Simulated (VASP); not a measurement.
A run of VASP 6.6.1 is set up as follows.

File INCAR:

```
SYSTEM = GaN
PREC     = Accurate       ! precision mode
ENCUT    = 520            ! plane-wave cutoff, eV
EDIFF    = 1E-8           ! SCF threshold, eV
ISMEAR   = 0              ! smearing method
SIGMA    = 0.01           ! smearing width, eV
LREAL    = .FALSE.        ! projectors in reciprocal space
LASPH    = .TRUE.         ! aspherical terms in the spheres
NELM     = 80             ! most SCF steps
ALGO     = Normal         ! electronic algorithm
ISIF     = 2              ! what is computed and relaxed
LWAVE    = .FALSE.        ! write WAVECAR
LCHARG   = .FALSE.        ! write CHGCAR
GGA      = PE             ! functional
NBANDS   = 16             ! bands
IBRION   = 8              ! ionic algorithm
NSW      = 1              ! ionic steps
LEPSILON = .TRUE.         ! dielectric tensor by DFPT
```

File KPOINTS:

```
Automatic mesh
0
G
  8 8 8
  0 0 0
```

Contents of POSCAR:

```
GaN
1.0
    0.0000000000      2.2766000000      2.2766000000
    2.2766000000      0.0000000000      2.2766000000
    2.2766000000      2.2766000000      0.0000000000
Ga N
1 1
Direct
    0.0000000000      0.0000000000      0.0000000000
    0.2500000000      0.2500000000      0.2500000000
```

Potentials or basis: VASP PAW PBE potentials, release 64 (Ga_d, N).

Command:

```console
$ cat potpaw_PBE.64/Ga_d/POTCAR potpaw_PBE.64/N/POTCAR > POTCAR
$ mpirun -np 1 vasp_std > vasp.out
```

**Question.** Estimate the electronic dielectric tensor (diagonal).

**Answer.** 6.54.

**Question.** Estimate the Born charges (mean of the diagonal).

**Answer.** Ga +2.69; N -2.69 e.

**Question.** What does it give for the highest phonon frequency at Γ, LO-TO splitting left out?

**Answer.** 511 cm⁻¹.

Electronic dielectric tensor:
```
6.54 0.00 0.00
0.00 6.54 0.00
0.00 0.00 6.54
```
